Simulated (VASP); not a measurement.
A run of VASP 6.6.1 is set up as follows.

The input INCAR:

```
PREC     = Accurate       # precision mode
ENCUT    = 520            # plane-wave cutoff, eV
EDIFF    = 1E-6           # SCF threshold, eV
ISMEAR   = -1             # smearing method
SIGMA    = 0.05           # smearing width, eV
LREAL    = False          # projectors in reciprocal space
LASPH    = True           # aspherical terms in the spheres
NELM     = 60             # most SCF steps
ALGO     = Normal         # electronic algorithm
ISIF     = 2              # what is computed and relaxed
LWAVE    = False          # write WAVECAR
LCHARG   = True           # write CHGCAR
GGA      = PE             # functional
LELF     = True           # ELF
LVHAR    = True         
NBANDS   = 51             # bands
```

File KPOINTS:

```
Automatic mesh
0
Gamma
  3 3 2
```

The input POSCAR:

```
BaTiO3
1.0
   -3.8026815600     -0.0565824300     -0.0218151200
   -0.0219143800     -0.0316798600     -4.1303348800
   -0.1131648500     -7.9735119900     -0.0630727200
Ba Ti O
2 2 6
Direct
    0.0448632200      0.9091655200      0.4951147700
    0.0081490700      0.9218096000      0.0244139700
    0.4571922900      0.5205716900      0.2053866900
    0.5023170900      0.4706432600      0.7622527500
    0.4814408900      0.0399323300      0.2403903200
    0.4562898900      0.0729788900      0.6935651600
    0.5380255000      0.5405856500      0.4498035800
    0.5290554000      0.5579957200      0.0305001400
    0.9820232500      0.4573982800      0.2603804500
    0.0006434100      0.5089190600      0.8381921600
```

Potentials or basis: VASP PAW PBE potentials, release 64 (Ba_sv, Ti_sv, O).

The run is started by

```sh
$ cat potpaw_PBE.64/Ba_sv/POTCAR potpaw_PBE.64/Ti_sv/POTCAR potpaw_PBE.64/O/POTCAR > POTCAR
$ mpirun -np 1 vasp_std > vasp.out
```

What does it give for the pressure?

40.9 GPa.

Estimate the band gap on the k mesh.

0.43 eV (least direct gap 0.46 eV).

Forces in eV/Å, atoms in the order of the input:
```
Ba    2.209   2.243  -2.073
Ba    0.602  -0.415  -6.442
Ti    2.621 -28.457   5.079
Ti   -0.113   1.979   0.363
O    -0.244   1.349   1.728
O    -1.811  -3.402   0.261
O     0.276  -5.509   0.764
O    -2.744  26.037  -0.754
O    -0.349   2.118  -0.765
O    -0.447   4.058   1.839
```

Caveat: the k points lie up to 0.55 Å⁻¹ apart; atoms lie so close that the PAW spheres overlap strongly, which falsifies energies and pressures; spin-orbit coupling is left out, which moves the levels of the heavy elements; an odd mesh through Γ misses points on the zone boundary, where band edges can lie; forces of over 1 eV/Å act on the atoms, so gaps and moduli don't describe the material at rest.
